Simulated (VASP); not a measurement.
# CdS in VASP: notebook

Runs on CdS. Level: PBE. Tasks: single point.

Program: VASP 6.6.1. These are calculated values, not measurements. Logs are shortened: lines on timing, memory, paths and dates and some standing lists are left out, and cuts for length are marked.

### 1 The cell of the first run

Symmetry: Fm-3m, No. 225, cubic system. The conventional cell has a = 5.518 Å, b = 5.518 Å, c = 5.518 Å, α = 90.00°, β = 90.00°, γ = 90.00°. Within 3.6 Å of Cd (site symmetry m-3m) lie 6 S at 2.76 Å. S (site symmetry m-3m) has 6 Cd at 2.76 Å within 3.6 Å.

### 2 Single point, PBE

Input file INCAR:

```
SYSTEM = CdS
PREC = Accurate ; ENCUT = 500
EDIFF = 1E-6 ; ISMEAR = 0
SIGMA = 0.15 ; LREAL = .FALSE.
LASPH = .TRUE. ; NELM = 120
ALGO = Normal ; ISIF = 2
LWAVE = .FALSE. ; LCHARG = .FALSE.
GGA = PE ; NBANDS = 16
GGA_COMPAT = .FALSE.
```

Input file KPOINTS:

```
Automatic mesh
0
G
  4 4 4
  0 0 0
```

Input file POSCAR:

```
CdS
1.0
    0.0000000000      2.7590968200      2.7590968200
    2.7590968200      0.0000000000      2.7590968200
    2.7590968200      2.7590968200      0.0000000000
Cd S
1 1
Direct
    0.0000000000      0.0000000000      0.0000000000
    0.5000000000      0.5000000000      0.5000000000
```

Potentials or basis: VASP PAW PBE potentials, release 64 (Cd, S).

Run with:

```sh
cat potpaw_PBE.64/Cd/POTCAR potpaw_PBE.64/S/POTCAR > POTCAR
mpirun -np 1 vasp_std > vasp.out
```

OUTCAR:

```text
SYSTEM = CdS
   PREC = Accurate
   ENCUT = 500
   EDIFF = 1E-6
   ISMEAR = 0
   LREAL = .FALSE.
   LASPH = .TRUE.
   NELM = 120
   ISIF = 2
   GGA = PE

 ion  position               nearest neighbor table
   1  0.000  0.000  0.000-   2 2.76   2 2.76   2 2.76   2 2.76   2 2.76   2 2.76
   2  0.500  0.500  0.500-   1 2.76   1 2.76   1 2.76   1 2.76   1 2.76   1 2.76

  LATTYP: Found a face centered cubic cell.
 ALAT       =     5.5181936400

  Lattice vectors:

 A1 = (   0.0000000000,   2.7590968200,   2.7590968200)
 A2 = (   2.7590968200,   0.0000000000,   2.7590968200)
 A3 = (   2.7590968200,   2.7590968200,   0.0000000000)

Analysis of symmetry for initial positions (statically):
=====================================================================
 Subroutine PRICEL returns:
 Original cell was already a primitive cell.

 Routine SETGRP: Setting up the symmetry group for a
 face centered cubic supercell.

 Subroutine GETGRP returns: Found 48 space group operations
 (whereof 48 operations were pure point group operations)
 out of a pool of 48 trial point group operations.

The static configuration has the point symmetry O_h .

Analysis of symmetry for dynamics (positions and initial velocities):
=====================================================================
 Subroutine PRICEL returns:
 Original cell was already a primitive cell.

 Routine SETGRP: Setting up the symmetry group for a
 face centered cubic supercell.

 Subroutine GETGRP returns: Found 48 space group operations
 (whereof 48 operations were pure point group operations)
 out of a pool of 48 trial point group operations.

The dynamic configuration has the point symmetry O_h .

 Subroutine INISYM returns: Found 48 space group operations
 (whereof 48 operations are pure point group operations),
 and found     1 'primitive' translations

----------------------------------------------------------------------------------------

                                     Primitive cell

  volume of cell :      42.0079

  direct lattice vectors                    reciprocal lattice vectors
     0.000000000  2.759096820  2.759096820    -0.181218722  0.181218722  0.181218722
     2.759096820  0.000000000  2.759096820     0.181218722 -0.181218722  0.181218722
     2.759096820  2.759096820  0.000000000     0.181218722  0.181218722 -0.181218722

  length of vectors
     3.901952143  3.901952143  3.901952143     0.313880034  0.313880034  0.313880034

  position of ions in fractional coordinates (direct lattice)
     0.000000000  0.000000000  0.000000000
     0.500000000  0.500000000  0.500000000

  ion indices of the primitive-cell ions
   primitive index   ion index
                 1           1
                 2           2

----------------------------------------------------------------------------------------

 KPOINTS: Automatic mesh

Automatic generation of k-mesh.
 Grid dimensions read from file:
 generate k-points for:    4    4    4

 Generating k-lattice:

  Cartesian coordinates                     Fractional coordinates (reciprocal lattice)
    -0.045304681  0.045304681  0.045304681     0.250000000  0.000000000  0.000000000
     0.045304681 -0.045304681  0.045304681     0.000000000  0.250000000  0.000000000
     0.045304681  0.045304681 -0.045304681     0.000000000  0.000000000  0.250000000

  Length of vectors
     0.078470009  0.078470009  0.078470009

  Shift w.r.t. Gamma in fractional coordinates (k-lattice)
     0.000000000  0.000000000  0.000000000

 Subroutine IBZKPT returns following result:
 ===========================================

 Found      8 irreducible k-points:

 Following reciprocal coordinates:
            Coordinates               Weight
  0.000000  0.000000  0.000000      1.000000
  0.250000  0.000000  0.000000      8.000000
  0.500000  0.000000  0.000000      4.000000
  0.250000  0.250000  0.000000      6.000000
  0.500000  0.250000  0.000000     24.000000
 -0.250000  0.250000  0.000000     12.000000
  0.500000  0.500000  0.000000      3.000000
 -0.250000  0.500000  0.250000      6.000000
   k-points           NKPTS =      8   k-points in BZ     NKDIM =      8   number of bands    NBANDS=     16
   number of dos      NEDOS =    301   number of ions     NIONS =      2
   total plane-waves  NPLWV =  21952
   dimension x,y,z NGX =    28 NGY =   28 NGZ =   28
   dimension x,y,z NGXF=    56 NGYF=   56 NGZF=   56
   ions per type =               1   1
   NGX,Y,Z   is equivalent  to a cutoff of  11.93, 11.93, 11.93 a.u.
   NGXF,Y,Z  is equivalent  to a cutoff of  23.86, 23.86, 23.86 a.u.
 SYSTEM =  CdS
   PREC   = accura    normal or accurate (medium, high low for compatibility)
   ISTART =      0    job   : 0-new  1-cont  2-samecut
   ICHARG =      2    charge: 1-file 2-atom 10-const
   ISPIN  =      1    spin polarized calculation?
   LNONCOLLINEAR =      F non collinear calculations
   LSORBIT =      F    spin-orbit coupling
   LASPH  =      T    aspherical Exc in radial PAW
   ENCUT  =  500.0 eV  36.75 Ry    6.06 a.u.   7.11  7.11  7.11*2*pi/ulx,y,z
   NELM   =    120;   NELMIN=  2; NELMDL= -5     # of ELM steps
   EDIFF  = 0.1E-05   stopping-criterion for ELM
   LREAL  =      F    real-space projection
   EDIFFG = 0.1E-04   stopping-criterion for IOM
   NSW    =      0    number of steps for IOM
   IBRION =     -1    ionic relax: 0-MD 1-quasi-New 2-CG
   NFREE  =      0    steps in history (QN), initial steepest desc. (CG)
   ISIF   =      2    stress and relaxation
   ISYM   =      2    0-nonsym 1-usesym 2-fastsym
   POTIM  = 0.5000    time-step for ionic-motion
   TEBEG  =    0.0;   TEEND  =   0.0 temperature during run
   PSTRESS=    0.0 pullay stress
   NELECT =      18.0000    total number of electrons
   NUPDOWN=      -1.0000    fix difference up-down
   EMIN   =  10.00;   EMAX   =-10.00  energy-range for DOS
   EFERMI =   0.00;   METHOD = LEGACY
   ISMEAR =     0;   SIGMA  =   0.15  broadening in eV -4-tet -1-fermi 0-gaus
   EFERMI_NEDOS =   21; number of points for ismear=-14 and -15
   IALGO  =     38    algorithm
   IMIX   =      4    mixing-type and parameters
     AMIX     =   0.40;   BMIX     =  1.00
     AMIX_MAG =   1.60;   BMIX_MAG =  1.00
  volume/ion in A,a.u.               =      21.00       141.74
  Fermi-wavevector in a.u.,A,eV,Ry     =   1.234209  2.332317 20.725374  1.523272
  Thomas-Fermi vector in A             =   2.368908
   LORBIT       =      0    0 simple, 1 ext, 2 COOP (PROOUT), +10 PAW based schemes
   GGA     = PE    functional components
   LHFCALC =     F    Hartree Fock is set to
   AEXX    =    0.0000 exact exchange contribution
   IVDW    =     0    specifies the selected vdW correction
   LEPSILON=     F    determine dielectric tensor
   LRPA    =     F    only Hartree local field effects (RPA)
 non-spin polarized calculation
 Gauss-broadening in eV      SIGMA  =   0.15
  energy-cutoff  :      500.00
  volume of cell :       42.01
 maximum number of plane-waves:      1090
   NGX = 15   NGY = 15   NGZ = 15

 number of electron      17.9999990 magnetization

 Free energy of the ion-electron system (eV)
  ---------------------------------------------------
  ext. energy  EPLUGINS =         0.00000000
  ---------------------------------------------------
  free energy    TOTEN  =        -5.80203190 eV

  energy without entropy =       -5.79465989  energy(sigma->0) =       -5.79834590

 E-fermi :   2.8272     XC(G=0): -10.2637

 val. band max:        2.6777286918   @ k =   0.5000   0.0000   0.0000
 cond. band min:       2.9066029451   @ k =   0.5000   0.5000   0.0000
 fundamental gap:      0.2288742533
 Fermi energy:         2.8272081181

 k-point     1 :       0.0000    0.0000    0.0000
  band No.  band energies     occupation
      1      -9.9369      2.00000
      2      -4.9189      2.00000
      3      -4.9189      2.00000
      4      -4.9189      2.00000
      5      -4.9170      2.00000
      6      -4.9170      2.00000
[... 8 lines left out ...]
     15      13.9273      0.00000
     16      13.9319      0.00000

 k-point     2 :       0.2500    0.0000    0.0000
  band No.  band energies     occupation
      1      -9.4671      2.00000
      2      -5.0608      2.00000
      3      -5.0608      2.00000
      4      -4.9801      2.00000
      5      -4.8249      2.00000
      6      -4.8249      2.00000
[... 8 lines left out ...]
     15      13.4779      0.00000
     16      13.4779      0.00000

 k-point     3 :       0.5000    0.0000    0.0000
  band No.  band energies     occupation
      1      -8.8616      2.00000
      2      -5.1962      2.00000
      3      -5.1962      2.00000
      4      -5.1387      2.00000
      5      -4.7286      2.00000
      6      -4.7286      2.00000
[... 8 lines left out ...]
     15      15.6394      0.00000
     16      15.6394      0.00000

 k-point     4 :       0.2500    0.2500    0.0000
  band No.  band energies     occupation
      1      -9.4104      2.00000
      2      -5.0341      2.00000
      3      -4.9910      2.00000
      4      -4.8663      2.00000
      5      -4.8142      2.00000
      6      -4.8142      2.00000
[... 8 lines left out ...]
     15      15.5868      0.00000
     16      17.1751      0.00000

 k-point     5 :       0.5000    0.2500    0.0000
  band No.  band energies     occupation
      1      -8.9835      2.00000
      2      -5.0167      2.00000
      3      -5.0130      2.00000
      4      -4.8781      2.00000
      5      -4.7065      2.00000
      6      -4.6021      2.00000
[... 8 lines left out ...]
     15      16.2218      0.00000
     16      17.4768      0.00000

 k-point     6 :      -0.2500    0.2500    0.0000
  band No.  band energies     occupation
      1      -9.0330      2.00000
      2      -5.1390      2.00000
      3      -5.0832      2.00000
      4      -4.9370      2.00000
      5      -4.7830      2.00000
      6      -4.6588      2.00000
[... 8 lines left out ...]
     15      16.2507      0.00000
     16      16.8387      0.00000

 k-point     7 :       0.5000    0.5000    0.0000
  band No.  band energies     occupation
      1      -9.0846      2.00000
      2      -5.0631      2.00000
      3      -4.8153      2.00000
      4      -4.6677      2.00000
      5      -4.6677      2.00000
      6      -4.0267      2.00000
[... 8 lines left out ...]
     15      16.9888      0.00000
     16      17.2766      0.00000

 k-point     8 :      -0.2500    0.5000    0.2500
  band No.  band energies     occupation
      1      -8.9405      2.00000
      2      -5.0420      2.00000
      3      -4.9125      2.00000
      4      -4.9125      2.00000
      5      -4.6676      2.00000
      6      -4.2020      2.00000
[... 8 lines left out ...]
     15      15.4780      0.00000
     16      17.2658      0.00000

------------------------ aborting loop because EDIFF is reached ----------------------------------------

  FORCE on cell =-STRESS in cart. coord.  units (eV):
  Direction    XX          YY          ZZ          XY          YZ          ZX
  --------------------------------------------------------------------------------------
  -------------------------------------------------------------------------------------
  Total       -0.0458609     -0.0458609     -0.0458609      0.0000000      0.0000000     -0.0000000
  in kB       -1.7491306     -1.7491306     -1.7491306      0.0000000      0.0000000     -0.0000000
  external PRESSURE =      -1.7491306 kB  Pullay stress =       0.0000000 kB

 VOLUME and BASIS-vectors are now :
 -----------------------------------------------------------------------------
  energy-cutoff  :      500.00
  volume of cell :       42.01
      direct lattice vectors                 reciprocal lattice vectors
     0.000000000  2.759096820  2.759096820    -0.181218722  0.181218722  0.181218722
     2.759096820  0.000000000  2.759096820     0.181218722 -0.181218722  0.181218722
     2.759096820  2.759096820  0.000000000     0.181218722  0.181218722 -0.181218722

 POSITION                                       TOTAL-FORCE (eV/Angst)
 -----------------------------------------------------------------------------------
      0.00000      0.00000      0.00000         0.000000      0.000000     -0.000000
      2.75910      2.75910      2.75910         0.000000      0.000000      0.000000
 -----------------------------------------------------------------------------------
    total drift:                                0.000000      0.000000      0.000000

  FREE ENERGIE OF THE ION-ELECTRON SYSTEM (eV)
  ---------------------------------------------------
  free  energy   TOTEN  =        -5.8020318963 eV

  energy  without entropy=       -5.7946598946  energy(sigma->0) =       -5.79834590
```

Run time: 14 s. Hardware: 1 thread of Intel Xeon 8259CL, shared host; peak memory 0.15 GiB.

Results:

```
Free energy            : -5.8020 eV
Pressure               : -0.2 GPa
Band gap on the k mesh : 0.23 eV, indirect (least direct gap 1.47 eV)
```

Levels at points of the mesh, in eV from the valence-band top:
| k point | band 6 | band 7 | band 8 | band 9 | band 10 | band 11 | band 12 | band 13 |
| --- | --- | --- | --- | --- | --- | --- | --- | --- |
| (0.00, 0.00, 0.00) | -7.59 | -0.68 | -0.68 | -0.68 | 0.79 | 9.21 | 9.21 | 9.21 |
| (0.50, 0.00, 0.00) | -7.41 | -4.74 | 0.00 | 0.00 | 3.53 | 5.91 | 5.91 | 6.60 |
| (0.50, 0.50, 0.00) | -6.70 | -4.07 | -2.03 | -2.03 | 0.23 | 6.07 | 9.69 | 11.07 |

Caveat: the k points lie up to 0.49 Å⁻¹ apart.

(Part 1 of 2 ends here.)
